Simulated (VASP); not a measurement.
The system is SnO.

```
Sn O
1.0
     3.35500    0.00000    0.00000
     0.00000    5.67410    0.00000
     0.00000    0.00000    4.22197
Sn O
2 2
Direct
  0.00000 0.23191 0.51314
  0.50000 0.76809 0.01314
  0.00000 0.89125 0.73686
  0.50000 0.10875 0.23686
```

```yaml
Program: VASP 6.6.1
Task: relaxation of cell and atoms
Functional: LDA
Potentials_or_basis: VASP PAW LDA potentials, release 64 (Sn_d, O)
Cutoff: 600 eV
k_mesh: 3 × 2 × 3, shifted
Occupations: gaussian, width 0.01 eV
Spin: no spin polarisation
```

At the start: pressure -5.4 GPa; volume 20.09 Å³/atom.

Task: How do energy, volume and symmetry change on relaxing?

Result: Over 48 steps the energy falls by 42.8 meV/atom and the volume is 16.79 Å³/atom (-16.4 %); space group Pmn2_1 (No. 31, to 0.05 Å).

The path:
| step | energy change (eV) | largest force (eV/Å) | pressure (GPa) | volume (Å³) |
| --- | --- | --- | --- | --- |
| 1 | 0.0000 | 0.6051 | -5.37 | 80.37 |
| 3 | -0.0819 | 0.3780 | -0.53 | 76.42 |
| 5 | -0.1132 | 0.1813 | -0.21 | 72.88 |
| 7 | -0.1313 | 0.2688 | 0.71 | 69.58 |
| 9 | -0.1378 | 0.2489 | -0.63 | 69.66 |
| 11 | -0.1466 | 0.2413 | 0.35 | 68.62 |
| 13 | -0.1583 | 0.1364 | -0.52 | 68.05 |
| 15 | -0.1643 | 0.1271 | 0.59 | 66.89 |
| 17 | -0.1667 | 0.0846 | -0.22 | 67.01 |
| 19 | -0.1692 | 0.0298 | 0.36 | 66.55 |
| 21 | -0.1703 | 0.0966 | -0.22 | 66.88 |
| 23 | -0.1711 | 0.0135 | 0.10 | 66.89 |
| 25 | -0.1712 | 0.0192 | -0.03 | 67.02 |
| 27 | -0.1712 | 0.0035 | 0.03 | 67.04 |
| 29 | -0.1712 | 0.0054 | -0.06 | 67.15 |
| 31 | -0.1712 | 0.0074 | 0.01 | 67.12 |
| 33 | -0.1712 | 0.0028 | -0.01 | 67.13 |
| 35 | -0.1712 | 0.0030 | 0.01 | 67.13 |
| 37 | -0.1712 | 0.0027 | 0.00 | 67.14 |
| 39 | -0.1712 | 0.0024 | 0.00 | 67.15 |
| 41 | -0.1712 | 0.0013 | -0.01 | 67.15 |
| 43 | -0.1712 | 0.0010 | -0.01 | 67.15 |
| 45 | -0.1712 | 0.0014 | 0.00 | 67.15 |
| 47 | -0.1712 | 0.0014 | 0.00 | 67.16 |
| 48 | -0.1712 | 0.0003 | 0.00 | 67.16 |

Final structure:
```xyz
4
Lattice="3.2776 0.0000 0.0000 0.0000 5.6142 0.0000 0.0000 0.0000 3.6496" Properties=species:S:1:pos:R:3 pbc="T T T"
Sn    0.0000    1.3524    1.9728
Sn    1.6388    4.2617    0.1480
O     0.0000    4.9277    2.5892
O     1.6388    0.6865    0.7644
```

Caveat: the k points lie up to 0.64 Å⁻¹ apart in the final cell; the volume moved by over 15 % at a fixed basis, so the end points are rough.
